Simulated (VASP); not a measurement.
# Pd (I4/mmm) in VASP: further runs, part 2 of 2

VASP 6.6.1. Earlier steps stand in the parts before.

## (3) Single point, PBEsol (strain +0.000 along x and y, -0.050 along z)

File INCAR:

```
SYSTEM = Pd
PREC = Accurate
ENCUT = 520
EDIFF = 1E-6
ISMEAR = 0
SIGMA = 0.15
LREAL = .FALSE.
LASPH = .TRUE.
NELM = 60
ALGO = Fast
ISIF = 2
LWAVE = .FALSE.
LCHARG = .TRUE.
GGA = PS
LELF = .TRUE.
LVHAR = .TRUE.
NBANDS = 11
```

File KPOINTS:

```
Automatic mesh
0
G
  22 22 22
  0 0 0
```

File POSCAR:

```
Pd
1.0
   -1.5722810000      1.5722810000      1.4936669500
    1.5722810000     -1.5722810000      1.4936669500
    1.5722810000      1.5722810000     -1.4936669500
Pd
1
Direct
    0.0000000000      0.0000000000      0.0000000000
```

Potentials or basis: VASP PAW PBE potentials, release 64 (Pd).

Launch:

```bash
$ cat potpaw_PBE.64/Pd/POTCAR > POTCAR
$ mpirun -np 1 vasp_std > vasp.out
```

OUTCAR:

```text
SYSTEM = Pd
   PREC = Accurate
   ENCUT = 520
   EDIFF = 1E-6
   ISMEAR = 0
   LREAL = .FALSE.
   LASPH = .TRUE.
   NELM = 60
   ISIF = 2
   GGA = PS

 ion  position               nearest neighbor table
   1  0.000  0.000  0.000-

  LATTYP: Found a body centered tetragonal cell.
 ALAT       =     3.1445620000
 C/A-ratio  =     0.9500000000

  Lattice vectors:

 A1 = (  -1.5722810000,   1.5722810000,   1.4936669500)
 A2 = (   1.5722810000,  -1.5722810000,   1.4936669500)
 A3 = (   1.5722810000,   1.5722810000,  -1.4936669500)

Analysis of symmetry for initial positions (statically):
=====================================================================
 Subroutine PRICEL returns:
 Original cell was already a primitive cell.

 Routine SETGRP: Setting up the symmetry group for a
 body centered tetragonal supercell.

 Subroutine GETGRP returns: Found 16 space group operations
 (whereof 16 operations were pure point group operations)
 out of a pool of 16 trial point group operations.

The static configuration has the point symmetry D_4h.

Analysis of symmetry for dynamics (positions and initial velocities):
=====================================================================
 Subroutine PRICEL returns:
 Original cell was already a primitive cell.

 Routine SETGRP: Setting up the symmetry group for a
 body centered tetragonal supercell.

 Subroutine GETGRP returns: Found 16 space group operations
 (whereof 16 operations were pure point group operations)
 out of a pool of 16 trial point group operations.

The dynamic configuration has the point symmetry D_4h.

 Subroutine INISYM returns: Found 16 space group operations
 (whereof 16 operations are pure point group operations),
 and found     1 'primitive' translations

----------------------------------------------------------------------------------------

                                     Primitive cell

  volume of cell :      14.7698

[... 112 lines left out ...]
   LHFCALC =     F    Hartree Fock is set to
   AEXX    =    0.0000 exact exchange contribution
   IVDW    =     0    specifies the selected vdW correction
   LEPSILON=     F    determine dielectric tensor
   LRPA    =     F    only Hartree local field effects (RPA)
 non-spin polarized calculation
 RMM-DIIS sequential band-by-band and
 Gauss-broadening in eV      SIGMA  =   0.15
  energy-cutoff  :      520.00
  volume of cell :       14.77
 maximum number of plane-waves:       418
   NGX =  9   NGY =  9   NGZ =  9

 number of electron      10.0000000 magnetization

 Free energy of the ion-electron system (eV)
  ---------------------------------------------------
  ext. energy  EPLUGINS =         0.00000000
  ---------------------------------------------------
  free energy    TOTEN  =        -5.91434551 eV

  energy without entropy =       -5.89961978  energy(sigma->0) =       -5.90698264

 E-fermi :   9.5877     XC(G=0): -13.3667

 val. band max:        9.5821017017   @ k =  -0.3636   0.0909   0.0000
 cond. band min:       9.5908923612   @ k =  -0.3636   0.0909   0.0455
 fundamental gap:      0.0087906594
 Fermi energy:         9.5877020283

 k-point     1 :       0.0000    0.0000    0.0000
  band No.  band energies     occupation
      1       2.3759      2.00000
      2       6.3866      2.00000
      3       6.7648      2.00000
      4       6.7648      2.00000
      5       8.3947      2.00000
      6       8.8421      2.00000
      7      28.5861      0.00000
      8      28.5861      0.00000
      9      29.6406      0.00000
     10      37.4868      0.00000
     11      37.4962      0.00000
[... 309 lines left out ...]
 k-point    24 :      -0.4545    0.0455    0.0000
  band No.  band energies     occupation
      1       4.3487      2.00000
      2       5.3565      2.00000
      3       8.5984      2.00000
      4       8.8287      2.00000
      5       9.6226      0.74185
      6      10.8036      0.00000
      7      18.7584      0.00000
      8      24.6743      0.00000
      9      27.0934      0.00000
     10      33.5128      0.00000
     11      34.9728      0.00000

 [... further k-points ...]

------------------------ aborting loop because EDIFF is reached ----------------------------------------

  FORCE on cell =-STRESS in cart. coord.  units (eV):
  Direction    XX          YY          ZZ          XY          YZ          ZX
  --------------------------------------------------------------------------------------
  -------------------------------------------------------------------------------------
  Total       -0.1210191     -0.1210191     -0.2332279      0.0000000      0.0000000      0.0000000
  in kB      -13.1277533    -13.1277533    -25.2997957      0.0000000      0.0000000      0.0000000
  external PRESSURE =     -17.1851008 kB  Pullay stress =       0.0000000 kB

 VOLUME and BASIS-vectors are now :
 -----------------------------------------------------------------------------
  energy-cutoff  :      520.00
  volume of cell :       14.77
      direct lattice vectors                 reciprocal lattice vectors
    -1.572281000  1.572281000  1.493666950     0.000000000  0.318009313  0.334746645
     1.572281000 -1.572281000  1.493666950     0.318009313  0.000000000  0.334746645
     1.572281000  1.572281000 -1.493666950     0.318009313  0.318009313  0.000000000

 POSITION                                       TOTAL-FORCE (eV/Angst)
 -----------------------------------------------------------------------------------
      0.00000      0.00000      0.00000        -0.000000      0.000000     -0.000000
 -----------------------------------------------------------------------------------
    total drift:                                0.000000     -0.000000      0.000000

  FREE ENERGIE OF THE ION-ELECTRON SYSTEM (eV)
  ---------------------------------------------------
  free  energy   TOTEN  =        -5.9143455081 eV

  energy  without entropy=       -5.8996197762  energy(sigma->0) =       -5.90698264
```

OSZICAR:

```text
N       E                     dE             d eps       ncg     rms          rms(c)
DAV:   1     0.413911273132E+02    0.41391E+02   -0.51558E+03 18460   0.852E+02
DAV:   2    -0.573252901186E+01   -0.47124E+02   -0.45551E+02 20538   0.182E+02
DAV:   3    -0.627771191911E+01   -0.54518E+00   -0.54384E+00 22157   0.210E+01
DAV:   4    -0.628008975168E+01   -0.23778E-02   -0.23776E-02 22102   0.145E+00
DAV:   5    -0.628011464490E+01   -0.24893E-04   -0.24893E-04 23574   0.134E-01    0.820E+00
RMM:   6    -0.593068191944E+01    0.34943E+00   -0.46669E-01 19319   0.631E+00    0.368E+00
RMM:   7    -0.591874773266E+01    0.11934E-01   -0.90714E-03 21422   0.109E+00    0.196E+00
RMM:   8    -0.591434536766E+01    0.44024E-02   -0.14295E-03 22449   0.374E-01    0.105E-01
RMM:   9    -0.591433713208E+01    0.82356E-05   -0.15422E-04 24444   0.102E-01    0.209E-02
RMM:  10    -0.591434406901E+01   -0.69369E-05   -0.41997E-05 24250   0.470E-02    0.797E-03
RMM:  11    -0.591434509448E+01   -0.10255E-05   -0.12989E-05 23325   0.239E-02    0.706E-03
RMM:  12    -0.591434550811E+01   -0.41363E-06   -0.32040E-06 19382   0.134E-02
   1 F= -.59143455E+01 E0= -.59069826E+01  d E =-.147257E-01
```

stdout:

```text
POSCAR found type information on POSCAR Pd
 POSCAR found :  1 types and       1 ions
 scaLAPACK will be used
 -----------------------------------------------------------------------------
|                                                                             |
|                                                                             |
|     You enforced a specific xc type in the INCAR file but a different       |
|     I HOPE YOU KNOW WHAT YOU ARE DOING!                                     |
|                                                                             |
 -----------------------------------------------------------------------------

 LDA part: xc-table for (Slater+PW92), standard interpolation
 POSCAR, INCAR and KPOINTS ok, starting setup
 FFT: planning ... GRIDC
 FFT: planning ... GRID_SOFT
 FFT: planning ... GRID
 WAVECAR not read
 entering main loop
```

Run time: 2 min. Hardware: 1 thread of AMD EPYC 7R13 (Zen 3), shared host; peak memory 0.21 GiB.

What came out:

```
Free energy            : -5.9143 eV
Pressure               : -1.7 GPa
Band gap on the k mesh : zero (band 5 reaches 10.22 eV, above the bottom of band 6 at 8.57 eV)
```

Stress tensor (GPa, compression positive):
```
-1.31  0.00  0.00
 0.00 -1.31  0.00
 0.00  0.00 -2.53
```

Caveat: the cell differs from its parent crystal (strain +0.000 along x and y, -0.050 along z); the PAW data sets were made with another functional, which shifts forces and pressure a little.
